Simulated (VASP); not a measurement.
Wanted: the native input for a VASP 6.6.1 run.

* Task: single point
* Functional: PBE
* Dispersion: D3(BJ)
* Potentials or basis: VASP PAW PBE potentials, release 64 (Sn_d, O)
* Cutoff: 520 eV
* k mesh: 6 × 6 × 1
* Occupations: gaussian, width 0.02 eV
* Spin: no spin polarisation
* Dipole correction: yes
* Further INCAR settings: ALGO = Normal; EDIFF = 1e-06; NBANDS = 28

The structure of SnO lies in POSCAR:

```
SnO
1.0
    3.8205592230     -0.0000144678      0.0000000000
    0.0000147572      3.8969704075      0.0000000000
    0.0000000000      0.0000000000     30.6349243709
Sn O
2 2
Direct
    0.7499972411      0.2500027589      0.4618255758
    0.2499972411      0.7500027589      0.5381744242
    0.2499972411      0.2500027589      0.5006624024
    0.7499972411      0.7500027589      0.4993375976
```

This cell differs from its parent crystal: strain along y +0.020, then relaxed in part.

The input as run:

INCAR

```
SYSTEM = SnO
PREC = Accurate
ENCUT = 520
EDIFF = 1E-6
ISMEAR = 0
SIGMA = 0.02
LREAL = .False.
LASPH = .True.
NELM = 100
ALGO = Normal
ISIF = 2
LWAVE = .False.
LCHARG = .False.
LDIPOL = .True.
IDIPOL = 3
DIPOL = 0.5 0.5 0.500
GGA = PE
IVDW = 12
NBANDS = 28
```

KPOINTS

```
regular mesh
0
Gamma
  6 6 1
  0 0 0
```

Potentials or basis: VASP PAW PBE potentials, release 64 (Sn_d, O).

Launch:

```bash
$ cat potpaw_PBE.64/Sn_d/POTCAR potpaw_PBE.64/O/POTCAR > POTCAR
$ mpirun -np 1 vasp_std > vasp.out
```

Results of the run:

- Largest force: 0.083 eV/Å
- Band gap on the k mesh: 2.96 eV (least direct gap 3.00 eV)
- Dispersion energy per atom: -0.135 eV

Caveat: the cell differs from its parent crystal (strain along y +0.020, then relaxed in part); spin-orbit coupling is left out, which moves the levels of the heavy elements.

Run time: 3.7 min on 1 thread of Intel(R) Xeon(R) Platinum 8488C (Sapphire Rapids), on a shared host, peak memory 0.54 GiB.
